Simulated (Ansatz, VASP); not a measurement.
**NaRh in VASP and in Ansatz**

Contents of INCAR:

```
PREC     = Accurate       # precision mode
ENCUT    = 600            # plane-wave cutoff, eV
EDIFF    = 1E-6           # SCF threshold, eV
ISMEAR   = 0              # smearing method
SIGMA    = 0.1            # smearing width, eV
LREAL    = False          # projectors in reciprocal space
LASPH    = True           # aspherical terms in the spheres
NELM     = 60             # most SCF steps
ALGO     = Fast           # electronic algorithm
ISIF     = 3              # what is computed and relaxed
LWAVE    = False          # write WAVECAR
LCHARG   = False          # write CHGCAR
GGA      = PE             # functional
IBRION   = 2              # ionic algorithm
NSW      = 90             # ionic steps
EDIFFG   = -0.04          # ionic threshold
```

KPOINTS

```
Automatic mesh
0
Gamma
  6 6 4
```

Contents of POSCAR:

```
NaRh
1.0
    1.8422412700     -2.6053225900      0.0000000000
    1.8422412700      2.6053225900      0.0000000000
    0.0000000000      0.0000000000      5.2106451800
Na Rh
1 1
Direct
    0.5000000000      0.5000000000      0.5000000000
    0.0000000000      0.0000000000      0.0000000000
```

Input for Ansatz:

```yaml
crystal:
  lattice:
    - [1.84224127, -2.60532259, 0.0]
    - [1.84224127, 2.60532259, 0.0]
    - [0.0, 0.0, 5.21064518]
  atoms:
    - { symbol: Na, position: [0.5, 0.5, 0.5] }
    - { symbol: Rh, position: [0.0, 0.0, 0.0] }
basis:
  ecutwfc: 420
kpoints:
  mp_grid: { grid: [6, 6, 4] }
hamiltonian:
  xc: pbe
scf:
  occupations: { method: gaussian, width: 0.1 }
  lower_state_search: "off"
output:
  forces: true
  stress: true
  eigenvalues: true
relax:
  adjacent_minimum: "off"
  f_tol: 0.04
  max_steps: 70
  cell: { stress_tol: 0.4 }
```

Alike in both runs: task relaxation of cell and atoms; functional PBE; k mesh 6 × 6 × 4; occupations gaussian, width 0.1 eV; no spin polarisation.

```csv
,VASP,Ansatz
version,VASP 6.6.1,Ansatz 0.2.0
potentials or method,"VASP PAW PBE potentials, release 64 (Na_pv, Rh_pv), cutoff 600 eV","scalar-relativistic, plane waves, PAW"
valence electrons in the cell,22,26
```

|  | VASP | Ansatz | Ansatz less VASP |
| --- | --- | --- | --- |
| gap on the k mesh at the Fermi level, each at its own relaxed structure (eV) | none | none | - |
| relaxed volume (Å³/atom) | 16.61 | 16.59 | -0.020 |
| relaxed cell length with the largest relative difference (Å) | 2.731 | 2.730 | -0.0009 |

A gap of «none» marks a metal or a gap that the smearing closes. VASP's potentials hold 22 valence electrons a cell and Ansatz's 26, so a difference there can come from the potentials and not from the codes.

Noted on VASP's run: the volume moved by over 15 % at a fixed basis, so the end points are rough.
